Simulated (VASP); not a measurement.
# SrCl2 (Fm-3m) in VASP: single point with HSE06

Aim: the single point of SrCl2 with HSE06.

All numbers are computed with VASP 6.6.1; they aren't measurements. Logs are shortened: lines on timing, memory, paths and dates and some standing lists are left out, and cuts for length are marked.

## Step 1: The cell of the first run

It takes space group Fm-3m (No. 225, cubic). Conventional cell: a = 7.041 Å, b = 7.041 Å, c = 7.041 Å, α = 90.00°, β = 90.00°, γ = 90.00°. Sr (site symmetry m-3m) has 8 Cl at 3.05 Å within 4.0 Å. Cl (site symmetry -43m) has 4 Sr at 3.05 Å and 6 Cl at 3.52 Å within 4.0 Å.

## Step 2: Single point, HSE06

Input file POSCAR:

```
SrCl2
1.0
    0.0000000000      3.5206059550      3.5206059550
    3.5206059550      0.0000000000      3.5206059550
    3.5206059550      3.5206059550      0.0000000000
Sr Cl
1 2
Direct
    0.0000000000      0.0000000000      0.0000000000
    0.2500000000      0.2500000000      0.2500000000
    0.7500000000      0.7500000000      0.7500000000
```

Input file INCAR.step1:

```
ALGO = Normal
EDIFF = 1E-5
ENCUT = 520
GGA = PE
ISIF = 2
ISMEAR = 0
LASPH = T
LCHARG = F
LREAL = F
LWAVE = T
NBANDS = 19
NELM = 80
PREC = Accurate
SIGMA = 0.05
```

Input file INCAR.step2:

```
ALGO = Normal
EDIFF = 1E-6
ENCUT = 520
GGA = PE
HFSCREEN = 0.2079
ISIF = 2
ISMEAR = 0
ISTART = 1
LASPH = T
LCHARG = F
LHFCALC = T
LREAL = F
LWAVE = F
NBANDS = 19
NELM = 80
PREC = Accurate
PRECFOCK = Normal
SIGMA = 0.05
```

Input file KPOINTS:

```
k-points
0
Gamma
  4 4 4
```

Potentials or basis: VASP PAW PBE potentials, release 64 (Sr_sv, Cl).

Run with:

```console
> cat potpaw_PBE.64/Sr_sv/POTCAR potpaw_PBE.64/Cl/POTCAR > POTCAR
> cp INCAR.step1 INCAR
> mpirun -np 1 vasp_std > vasp.out
> cp INCAR.step2 INCAR
> mpirun -np 1 vasp_std > vasp.out
```

OUTCAR:

```text
EDIFF = 1E-6
   ENCUT = 520
   GGA = PE
   HFSCREEN = 0.2079
   ISIF = 2
   ISMEAR = 0
   ISTART = 1
   LASPH = T
   LHFCALC = T
   LREAL = F
   NELM = 80
   PREC = Accurate
   PRECFOCK = Normal

 ion  position               nearest neighbor table
   1  0.000  0.000  0.000-   3 3.05   3 3.05   3 3.05   2 3.05   2 3.05   2 3.05   3 3.05   2 3.05

   2  0.250  0.250  0.250-   1 3.05   1 3.05   1 3.05   1 3.05
   3  0.750  0.750  0.750-   1 3.05   1 3.05   1 3.05   1 3.05

  LATTYP: Found a face centered cubic cell.
 ALAT       =     7.0412119100

  Lattice vectors:

 A1 = (   0.0000000000,   3.5206059550,   3.5206059550)
 A2 = (   3.5206059550,   0.0000000000,   3.5206059550)
 A3 = (   3.5206059550,   3.5206059550,   0.0000000000)

Analysis of symmetry for initial positions (statically):
=====================================================================
 Subroutine PRICEL returns:
 Original cell was already a primitive cell.

 Routine SETGRP: Setting up the symmetry group for a
 face centered cubic supercell.

 Subroutine GETGRP returns: Found 48 space group operations
 (whereof 48 operations were pure point group operations)
 out of a pool of 48 trial point group operations.

The static configuration has the point symmetry O_h .

Analysis of symmetry for dynamics (positions and initial velocities):
=====================================================================
 Subroutine PRICEL returns:
 Original cell was already a primitive cell.

 Routine SETGRP: Setting up the symmetry group for a
 face centered cubic supercell.

 Subroutine GETGRP returns: Found 48 space group operations
 (whereof 48 operations were pure point group operations)
 out of a pool of 48 trial point group operations.

The dynamic configuration has the point symmetry O_h .

 Subroutine INISYM returns: Found 48 space group operations
 (whereof 48 operations are pure point group operations),
 and found     1 'primitive' translations

----------------------------------------------------------------------------------------

                                     Primitive cell
[... 76 lines left out ...]
   EDIFF  = 0.1E-05   stopping-criterion for ELM
   LREAL  =      F    real-space projection
   EDIFFG = 0.1E-04   stopping-criterion for IOM
   NSW    =      0    number of steps for IOM
   IBRION =     -1    ionic relax: 0-MD 1-quasi-New 2-CG
   NFREE  =      0    steps in history (QN), initial steepest desc. (CG)
   ISIF   =      2    stress and relaxation
   ISYM   =      3    0-nonsym 1-usesym 2-fastsym
   POTIM  = 0.5000    time-step for ionic-motion
   TEBEG  =    0.0;   TEEND  =   0.0 temperature during run
   PSTRESS=    0.0 pullay stress
   NELECT =      24.0000    total number of electrons
   NUPDOWN=      -1.0000    fix difference up-down
   EMIN   =  10.00;   EMAX   =-10.00  energy-range for DOS
   EFERMI =   0.00;   METHOD = LEGACY
   ISMEAR =     0;   SIGMA  =   0.05  broadening in eV -4-tet -1-fermi 0-gaus
   EFERMI_NEDOS =   21; number of points for ismear=-14 and -15
   IALGO  =     38    algorithm
   IMIX   =      1    mixing-type and parameters
     AMIX     =   0.40;   BMIX     =  1.00
     AMIX_MAG =   1.60;   BMIX_MAG =  1.00
  volume/ion in A,a.u.               =      29.09       196.32
  Fermi-wavevector in a.u.,A,eV,Ry     =   1.064595  2.011793 15.420338  1.133363
  Thomas-Fermi vector in A             =   2.200119
   LORBIT       =      0    0 simple, 1 ext, 2 COOP (PROOUT), +10 PAW based schemes
   GGA     = PE    functional components
   LHFCALC =     T    Hartree Fock is set to
   PRECFOCK=normal    Normal, Fast or Accurate (Low or Medium for compatibility)
   ENCUT4O =  -1.0   cutoff for four orbital integrals eV
   NKREDX  =     1    reduce k-point grid by
   NKREDY  =     1    reduce k-point grid by
   NKREDZ  =     1    reduce k-point grid by
   AEXX    =    0.2500 exact exchange contribution
   HFSCREEN=    0.2079 screening length (either q_TF or 0.3 A-1)
   HFSCREENC=   0.2079 screening length for correlation (either q_TF or 0.3 A-1)
   ENCUTFOCK=  -1.0 apply spherical cutoff to Coloumb kernel
   IVDW    =     0    specifies the selected vdW correction
   LEPSILON=     F    determine dielectric tensor
   LRPA    =     F    only Hartree local field effects (RPA)
 non-spin polarized calculation
 Gauss-broadening in eV      SIGMA  =   0.05
  energy-cutoff  :      520.00
  volume of cell :       87.27
 maximum number of plane-waves:      2397
 NGX is ok and might be reduce to    40
  NGX = 28; NGY = 28; NGZ = 28

 number of electron      23.9999999 magnetization

 Free energy of the ion-electron system (eV)
  ---------------------------------------------------
  ext. energy  EPLUGINS =         0.00000000
  ---------------------------------------------------
  free energy    TOTEN  =       -14.81241228 eV

  energy without entropy =      -14.81241228  energy(sigma->0) =      -14.81241228

 E-fermi :  -0.7107     XC(G=0):  -6.8112

 val. band max:       -0.9491026920   @ k =   0.5000   0.5000   0.0000
 cond. band min:       5.5574456042   @ k =   0.0000   0.0000   0.0000
 fundamental gap:      6.5065482962
 Fermi energy:        -0.7106668569

 k-point     1 :       0.0000    0.0000    0.0000
  band No.  band energies     occupation
      1     -35.9972      2.00000
      2     -16.7037      2.00000
      3     -16.7037      2.00000
      4     -16.7037      2.00000
      5     -15.4121      2.00000
      6     -14.5470      2.00000
[... 153 lines left out ...]
      6     -14.7072      2.00000
[... 11 lines left out ...]
     18       9.9127      0.00000
     19      11.0646      0.00000

------------------------ aborting loop because EDIFF is reached ----------------------------------------

  FORCE on cell =-STRESS in cart. coord.  units (eV):
  Direction    XX          YY          ZZ          XY          YZ          ZX
  --------------------------------------------------------------------------------------
  -------------------------------------------------------------------------------------
  Total       -0.2379590     -0.2379590     -0.2379590      0.0000000     -0.0000000      0.0000000
  in kB       -4.3684812     -4.3684812     -4.3684812      0.0000000     -0.0000000      0.0000000
  external PRESSURE =      -4.3684812 kB  Pullay stress =       0.0000000 kB

 VOLUME and BASIS-vectors are now :
 -----------------------------------------------------------------------------
  energy-cutoff  :      520.00
  volume of cell :       87.27
      direct lattice vectors                 reciprocal lattice vectors
     0.000000000  3.520605955  3.520605955    -0.142021006  0.142021006  0.142021006
     3.520605955  0.000000000  3.520605955     0.142021006 -0.142021006  0.142021006
     3.520605955  3.520605955  0.000000000     0.142021006  0.142021006 -0.142021006

 POSITION                                       TOTAL-FORCE (eV/Angst)
 -----------------------------------------------------------------------------------
      0.00000      0.00000      0.00000        -0.000000     -0.000000      0.000000
      1.76030      1.76030      1.76030        -0.000000     -0.000000     -0.000000
      5.28091      5.28091      5.28091         0.000000      0.000000      0.000000
 -----------------------------------------------------------------------------------
    total drift:                                0.000000      0.000000     -0.000000

  FREE ENERGIE OF THE ION-ELECTRON SYSTEM (eV)
  ---------------------------------------------------
  free  energy   TOTEN  =       -14.8124122764 eV

  energy  without entropy=      -14.8124122764  energy(sigma->0) =      -14.81241228
```

OSZICAR.step1:

```text
N       E                     dE             d eps       ncg     rms          rms(c)
DAV:   1     0.138045044238E+03    0.13805E+03   -0.11367E+04   304   0.114E+03
DAV:   2    -0.376254411959E+01   -0.14181E+03   -0.13725E+03   407   0.224E+02
DAV:   3    -0.128517174149E+02   -0.90892E+01   -0.90618E+01   402   0.546E+01
DAV:   4    -0.130763741084E+02   -0.22466E+00   -0.22434E+00   509   0.745E+00
DAV:   5    -0.130785759566E+02   -0.22018E-02   -0.22017E-02   402   0.705E-01    0.121E+01
DAV:   6    -0.127726104454E+02    0.30597E+00   -0.61637E-01   346   0.435E+00    0.783E+00
DAV:   7    -0.127813715803E+02   -0.87611E-02   -0.35694E-01   404   0.356E+00    0.220E+00
DAV:   8    -0.127888898239E+02   -0.75182E-02   -0.53138E-02   347   0.128E+00    0.407E-01
DAV:   9    -0.127898017908E+02   -0.91197E-03   -0.20582E-03   386   0.264E-01    0.147E-01
DAV:  10    -0.127912114480E+02   -0.14097E-02   -0.10372E-03   322   0.188E-01    0.390E-02
DAV:  11    -0.127912920346E+02   -0.80587E-04   -0.52202E-05   380   0.407E-02    0.425E-02
DAV:  12    -0.127913134166E+02   -0.21382E-04   -0.20838E-05   302   0.232E-02    0.310E-03
DAV:  13    -0.127913151896E+02   -0.17729E-05   -0.20459E-06   310   0.781E-03
   1 F= -.12791315E+02 E0= -.12791315E+02  d E =-.128268E-16
```

It took 11 min on 1 thread of Intel Xeon Platinum 8559C (Emerald Rapids), shared host; peak memory 0.34 GiB.

What came out:

```yaml
Free_energy: -14.8124 eV
Pressure: -0.4 GPa
Band_gap_on_the_k_mesh: 6.51 eV (least direct gap 6.82 eV)
```

Caveat: the PAW data sets were made with another functional, which shifts forces and pressure a little. A k mesh can miss the band edges.
